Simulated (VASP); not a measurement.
Here is a VASP 6.6.1 calculation.

The input INCAR:

```
SYSTEM = Re
  ALGO = Normal
  EDIFF = 1E-7
  ENCUT = 520
  GGA = PE
  ISIF = 2
  ISMEAR = -1
  LASPH = .True.
  LCHARG = .True.
  LELF = .True.
  LREAL = .False.
  LVHAR = .True.
  LWAVE = .False.
  NBANDS = 10
  NELM = 60
  PREC = Accurate
  SIGMA = 0.1
```

KPOINTS

```
k-points
0
Gamma
  14 14 14
  0 0 0
```

Contents of POSCAR:

```
Re
1.0
    2.6144513166      0.0000000000      0.0000000000
    0.0000000000      2.6144513166      0.0000000000
    0.0000000000      0.0000000000      2.6144513166
Re
1
Direct
    0.0000000000      0.0000000000      0.0000000000
```

Potentials or basis: VASP PAW PBE potentials, release 64 (Re).

Command:

```sh
$ cat potpaw_PBE.64/Re/POTCAR > POTCAR
$ mpirun -np 1 vasp_std > vasp.out
```

(1) Predict the pressure.

Results:

(1) -10.8 GPa.
